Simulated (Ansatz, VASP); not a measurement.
# Li3S2 in VASP and in Ansatz

The input INCAR:

```
SYSTEM = Li3S2
PREC = Accurate ; ENCUT = 600
EDIFF = 1E-6 ; ISMEAR = 0
SIGMA = 0.1 ; LREAL = .False.
LASPH = .True. ; NELM = 60
ALGO = Normal ; ISIF = 3
LWAVE = .False. ; LCHARG = .False.
GGA = PE ; IBRION = 2
NSW = 100 ; EDIFFG = -0.015
```

File KPOINTS:

```
Automatic mesh
0
Gamma
  6 6 4
  0 0 0
```

Contents of POSCAR:

```
Li3S2
1.0
    4.1650601189      0.0210491837     -0.0602223090
   -2.0643009316      3.5152590566     -0.0209498054
   -0.0811035904     -0.0794037515      5.5261684986
Li S
3 2
Direct
    0.0332675249      0.0389700450     -0.0375756629
    0.3340664894      0.6862814176      0.6850650504
    0.6703201736      0.3188917415      0.3340650755
    0.3157947237      0.6422319772      0.2479276405
    0.6465510884      0.3136248187      0.7705178965
```

Input for Ansatz:

```yaml
crystal:
  lattice:
    - [4.1650601189, 0.0210491837, -0.060222309]
    - [-2.0643009316, 3.5152590566, -0.0209498054]
    - [-0.0811035904, -0.0794037515, 5.5261684986]
  atoms:
    - { symbol: Li, position: [0.0332675249, 0.038970045, -0.0375756629] }
    - { symbol: Li, position: [0.3340664894, 0.6862814176, 0.6850650504] }
    - { symbol: Li, position: [0.6703201736, 0.3188917415, 0.3340650755] }
    - { symbol: S, position: [0.3157947237, 0.6422319772, 0.2479276405] }
    - { symbol: S, position: [0.6465510884, 0.3136248187, 0.7705178965] }
basis:
  ecutwfc: 420
kpoints:
  mp_grid: { grid: [6, 6, 4] }
hamiltonian:
  xc: pbe
scf:
  occupations: { method: gaussian, width: 0.1 }
output:
  forces: true
  stress: true
  eigenvalues: true
relax:
  adjacent_minimum: "off"
  f_tol: 0.015
  max_steps: 120
  cell: { stress_tol: 0.15 }
```

Change from the starting cell: anti-A-type sesquioxide type (P-3m1, No. 164); cell x1, atoms moved at random (sigma 0.1 Å) and cell strained at random (1.5 %), then relaxed without symmetry.

Alike in both runs: task relaxation of cell and atoms; functional PBE; k mesh 6 × 6 × 4; occupations gaussian, width 0.1 eV; no spin polarisation.

|  | VASP | Ansatz |
| --- | --- | --- |
| version | VASP 6.6.1 | Ansatz 0.2.0 |
| potentials or method | VASP PAW PBE potentials, release 64 (Li_sv, S), cutoff 600 eV | scalar-relativistic, plane waves, PAW |
| valence electrons in the cell | 21 | 21 |

|  | VASP | Ansatz | Ansatz less VASP |
| --- | --- | --- | --- |
| gap on the k mesh at the Fermi level, each at its own relaxed structure (eV) | none | none | - |
| relaxed volume (Å³/atom) | 15.62 | 15.69 | +0.065 |
| relaxed cell length with the largest relative difference (Å) | 5.402 | 5.423 | +0.0205 |

A gap of «none» marks a metal or a gap that the smearing closes.

Noted on VASP's run: the cutoff is short for stress, so the pressure is rough.
